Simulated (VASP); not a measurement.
# GaN (P6_3mc) in VASP: a series of runs, part 2 of 2

VASP 6.6.1. Earlier steps stand in the parts before.

### Step 3. Relaxation of shape and atoms at fixed volume, PBE (volume scaled by 0.960)

File INCAR:

```
ALGO     = Normal         # electronic algorithm
EDIFF    = 1E-6           # SCF threshold, eV
EDIFFG   = -0.01          # ionic threshold
ENCUT    = 600            # plane-wave cutoff, eV
GGA      = PE             # functional
IBRION   = 2              # ionic algorithm
ISIF     = 4              # what is computed and relaxed
ISMEAR   = 0              # smearing method
LASPH    = T              # aspherical terms in the spheres
LCHARG   = F              # write CHGCAR
LREAL    = F              # projectors in reciprocal space
LWAVE    = F              # write WAVECAR
NELM     = 100            # most SCF steps
NSW      = 60             # ionic steps
PREC     = Accurate       # precision mode
SIGMA    = 0.05           # smearing width, eV
```

File KPOINTS:

```
k-points
0
Gamma
  12 12 8
```

File POSCAR:

```
GaN
1.0
    3.1748785098      0.0000000000      0.0000000000
   -1.5874392549      2.7495254434      0.0000000000
    0.0000000000      0.0000000000      5.1722994614
Ga N
2 2
Direct
    0.3333333333      0.6666666667     -0.0008648221
    0.6666666667      0.3333333333      0.4991351779
    0.3333333333      0.6666666667      0.3758648221
    0.6666666667      0.3333333333      0.8758648221
```

Potentials or basis: VASP PAW PBE potentials, release 64 (Ga_d, N).

Launch:

```
cat potpaw_PBE.64/Ga_d/POTCAR potpaw_PBE.64/N/POTCAR > POTCAR
mpirun -np 1 vasp_std > vasp.out
```

OUTCAR:

```text
EDIFF = 1E-6
   EDIFFG = -0.01
   ENCUT = 600
   GGA = PE
   IBRION = 2
   ISIF = 4
   ISMEAR = 0
   LASPH = T
   LREAL = F
   NELM = 100
   NSW = 60
   PREC = Accurate

 ion  position               nearest neighbor table
   1  0.333  0.667  0.999-   4 1.94   4 1.94   4 1.94   3 1.95
   2  0.667  0.333  0.499-   3 1.94   3 1.94   3 1.94   4 1.95
   3  0.333  0.667  0.376-   2 1.94   2 1.94   2 1.94   1 1.95
   4  0.667  0.333  0.876-   1 1.94   1 1.94   1 1.94   2 1.95

  LATTYP: Found a hexagonal cell.
 ALAT       =     3.1748785098
 C/A-ratio  =     1.6291330347

  Lattice vectors:

 A1 = (   3.1748785098,   0.0000000000,   0.0000000000)
 A2 = (  -1.5874392549,   2.7495254434,   0.0000000000)
 A3 = (   0.0000000000,   0.0000000000,   5.1722994614)

Analysis of symmetry for initial positions (statically):
=====================================================================
 Subroutine PRICEL returns:
 Original cell was already a primitive cell.

 Routine SETGRP: Setting up the symmetry group for a
 hexagonal supercell.

 Subroutine GETGRP returns: Found 12 space group operations
 (whereof  6 operations were pure point group operations)
[... 175 lines left out ...]
 cond. band min:       7.4383006051   @ k =   0.0000   0.0000   0.0000
 fundamental gap:      1.9903500031
 Fermi energy:         5.6526345361

 k-point     1 :       0.0000    0.0000    0.0000
  band No.  band energies     occupation
      1     -10.6341      2.00000
      2      -9.6747      2.00000
      3      -8.0002      2.00000
      4      -7.9847      2.00000
      5      -7.9847      2.00000
      6      -7.9211      2.00000
[... 589 lines left out ...]
     21      12.4141      0.00000
     22      13.8514      0.00000

 [... further k-points ...]

------------------------ aborting loop because EDIFF is reached ----------------------------------------

  FORCE on cell =-STRESS in cart. coord.  units (eV):
  Direction    XX          YY          ZZ          XY          YZ          ZX
  --------------------------------------------------------------------------------------
  -------------------------------------------------------------------------------------
  Total        2.1353231      2.1353231      2.1297206      0.0000000      0.0000000      0.0000000
  in kB       75.7714634     75.7714634     75.5726585      0.0000000      0.0000000      0.0000000
  external PRESSURE =      75.7051951 kB  Pullay stress =       0.0000000 kB

 VOLUME and BASIS-vectors are now :
 -----------------------------------------------------------------------------
  energy-cutoff  :      600.00
  volume of cell :       45.15
      direct lattice vectors                 reciprocal lattice vectors
     3.174878510  0.000000000  0.000000000     0.314972682  0.181849563  0.000000000
    -1.587439255  2.749525443  0.000000000     0.000000000  0.363699126  0.000000000
     0.000000000  0.000000000  5.172299461     0.000000000  0.000000000  0.193337607

 POSITION                                       TOTAL-FORCE (eV/Angst)
 -----------------------------------------------------------------------------------
     -0.00000      1.83302      5.16783         0.000000      0.000000      0.007781
      1.58744      0.91651      2.58168         0.000000      0.000000      0.007781
     -0.00000      1.83302      1.94409         0.000000     -0.000000     -0.007781
      1.58744      0.91651      4.53024        -0.000000      0.000000     -0.007781
 -----------------------------------------------------------------------------------
    total drift:                               -0.000000     -0.000000     -0.000167

  FREE ENERGIE OF THE ION-ELECTRON SYSTEM (eV)
  ---------------------------------------------------
  free  energy   TOTEN  =       -24.2855097911 eV

  energy  without entropy=      -24.2855097911  energy(sigma->0) =      -24.28550979

 reached required accuracy - stopping structural energy minimisation
```

OSZICAR:

```text
N       E                     dE             d eps       ncg     rms          rms(c)
DAV:   1     0.296842254363E+03    0.29684E+03   -0.20116E+04  4358   0.335E+03
DAV:   2     0.101341363508E+02   -0.28671E+03   -0.27725E+03  4640   0.570E+02
DAV:   3    -0.267642346893E+02   -0.36898E+02   -0.36490E+02  4782   0.165E+02
DAV:   4    -0.283187400861E+02   -0.15545E+01   -0.15500E+01  5978   0.359E+01
DAV:   5    -0.283421476030E+02   -0.23408E-01   -0.23399E-01  4728   0.398E+00    0.110E+01
DAV:   6    -0.241697685336E+02    0.41724E+01   -0.15266E+01  7580   0.592E+01    0.305E+00
DAV:   7    -0.243056782690E+02   -0.13591E+00   -0.18823E+00  4662   0.122E+01    0.271E+00
DAV:   8    -0.243084817575E+02   -0.28035E-02   -0.29514E-01  6400   0.921E+00    0.875E-01
DAV:   9    -0.242845025066E+02    0.23979E-01   -0.12180E-01  7470   0.617E+00    0.325E-01
DAV:  10    -0.242855445677E+02   -0.10421E-02   -0.68844E-03  4878   0.921E-01    0.128E-01
DAV:  11    -0.242854936490E+02    0.50919E-04   -0.14436E-03  6562   0.765E-01    0.179E-02
DAV:  12    -0.242855100810E+02   -0.16432E-04   -0.16480E-04  4658   0.118E-01    0.139E-02
DAV:  13    -0.242855092818E+02    0.79920E-06   -0.15036E-05  5672   0.736E-02    0.311E-03
DAV:  14    -0.242855097911E+02   -0.50929E-06   -0.76885E-06  5194   0.218E-02
   1 F= -.24285510E+02 E0= -.24285510E+02  d E =-.242855E+02
```

CONTCAR:

```text
GaN
   1.00000000000000
     3.1748785098000001    0.0000000000000000    0.0000000000000000
    -1.5874392549000000    2.7495254434000000    0.0000000000000000
     0.0000000000000000    0.0000000000000000    5.1722994613999997
  Ga              N
     2     2
Direct
     0.3333333332999970    0.6666666667000030    0.9991351779000013
     0.6666666667000030    0.3333333332999970    0.4991351779000013
     0.3333333332999970    0.6666666667000030    0.3758648220999987
     0.6666666667000030    0.3333333332999970    0.8758648220999987

  0.00000000E+00  0.00000000E+00  0.00000000E+00
  0.00000000E+00  0.00000000E+00  0.00000000E+00
  0.00000000E+00  0.00000000E+00  0.00000000E+00
  0.00000000E+00  0.00000000E+00  0.00000000E+00
```

Wall time 50 s (1 thread of Intel Xeon 6975P-C (Granite Rapids), shared host); peak memory 0.24 GiB.

Results:

| Quantity | Value |
| --- | --- |
| Free energy | -24.2855 eV |
| Pressure after relaxing | 7.6 GPa |
| Largest force after relaxing | 0.008 eV/Å |
| Band gap on the k mesh | 1.99 eV, direct |

Forces in eV/Å, atoms in the order of the input:
```
Ga   0.000  0.000  0.008
Ga   0.000  0.000  0.008
N    0.000  0.000 -0.008
N    0.000  0.000 -0.008
```

Final structure:
```
Ga N
1.0
     3.17488    0.00000    0.00000
    -1.58744    2.74953    0.00000
     0.00000    0.00000    5.17230
Ga N
2 2
Direct
  0.33333 0.66667 0.99914
  0.66667 0.33333 0.49914
  0.33333 0.66667 0.37586
  0.66667 0.33333 0.87586
```

Levels at points of the mesh, in eV from the valence-band top:
```csv
k point,band 14,band 15,band 16,band 17,band 18,band 19,band 20,band 21,band 22
"(0.00, 0.00, 0.00)",-1.05,-1.05,-0.04,0.00,0.00,1.99,4.33,9.26,9.96
"(0.50, 0.00, 0.00)",-5.33,-4.25,-2.78,-2.23,-1.01,5.10,5.63,6.08,8.68
"(0.00, 0.00, 0.50)",-3.86,-0.54,-0.54,-0.54,-0.54,4.32,4.32,8.53,8.53
"(0.50, 0.00, 0.50)",-6.66,-1.97,-1.97,-1.92,-1.92,4.44,4.44,7.84,7.84
```

Caveat: the relaxation stopped at its first step, so nothing moved.
